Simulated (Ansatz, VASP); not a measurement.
**One calculation of ScRu3, two programs**

The input INCAR:

```
SYSTEM = ScRu3
ALGO = Normal
EDIFF = 1E-6
EDIFFG = -0.01
ENCUT = 600
GGA = PE
IBRION = 2
ISIF = 3
ISMEAR = -1
LASPH = .True.
LCHARG = .False.
LREAL = .False.
LWAVE = .False.
NELM = 80
NSW = 60
PREC = Accurate
SIGMA = 0.05
```

The input KPOINTS:

```
k-points
0
Gamma
  7 7 7
  0 0 0
```

File POSCAR:

```
ScRu3
1.0
   -1.9492590000      1.9492590000      4.0222910000
    1.9492590000     -1.9492590000      4.0222910000
    1.9492590000      1.9492590000     -4.0222910000
Ru Sc
3 1
Direct
    0.5000000000      0.5000000000      0.0000000000
    0.2500000000      0.7500000000      0.5000000000
    0.7500000000      0.2500000000      0.5000000000
    0.0000000000      0.0000000000      0.0000000000
```

The input input.yaml:

```yaml
crystal:
  lattice:
    - [-1.949259, 1.949259, 4.022291]
    - [1.949259, -1.949259, 4.022291]
    - [1.949259, 1.949259, -4.022291]
  atoms:
    - { symbol: Ru, position: [0.5, 0.5, 0.0] }
    - { symbol: Ru, position: [0.25, 0.75, 0.5] }
    - { symbol: Ru, position: [0.75, 0.25, 0.5] }
    - { symbol: Sc, position: [0.0, 0.0, 0.0] }
hamiltonian:
  xc: pbe
  pseudopotentials: { kind: paw }
kpoints:
  mp_grid: { grid: [7, 7, 7] }
scf:
  occupations: { method: fermi_dirac, width: 0.05 }
output:
  forces: true
  stress: true
  eigenvalues: true
relax:
  f_tol: 0.01
  max_steps: 40
  cell: { stress_tol: 0.05 }
```

Alike in both runs: task relaxation of cell and atoms; functional PBE; k mesh 7 × 7 × 7; occupations fermi-dirac, width 0.05 eV; no spin polarisation.

```csv
,VASP,Ansatz
version,VASP 6.6.1,Ansatz 0.2.0
potentials or method,"VASP PAW PBE potentials, release 64 (Ru_pv, Sc_sv)",Ansatz PAW
plane-wave cutoff (eV),600,420
valence electrons in the cell,53,59
```

Ansatz gave:

```
gap on the k mesh at the Fermi level, each at its own relaxed structure (eV) : none
relaxed volume (Å³/atom)                                                     : 15.15
relaxed cell length with the largest relative difference (Å)                 : 4.876
```

Q: What did VASP give for the same quantities?

A: gap on the k mesh at the Fermi level, each at its own relaxed structure (eV): none; relaxed volume (Å³/atom): 15.17; relaxed cell length with the largest relative difference (Å): 4.878.

A gap of «none» marks a metal or a gap that the smearing closes. VASP's potentials hold 53 valence electrons a cell and Ansatz's 59, so a difference there can come from the potentials and not from the codes.

Noted on Ansatz's run: the plane-wave basis is chosen anew once the cell has moved, so the energies of steps on either side of that aren't comparable.
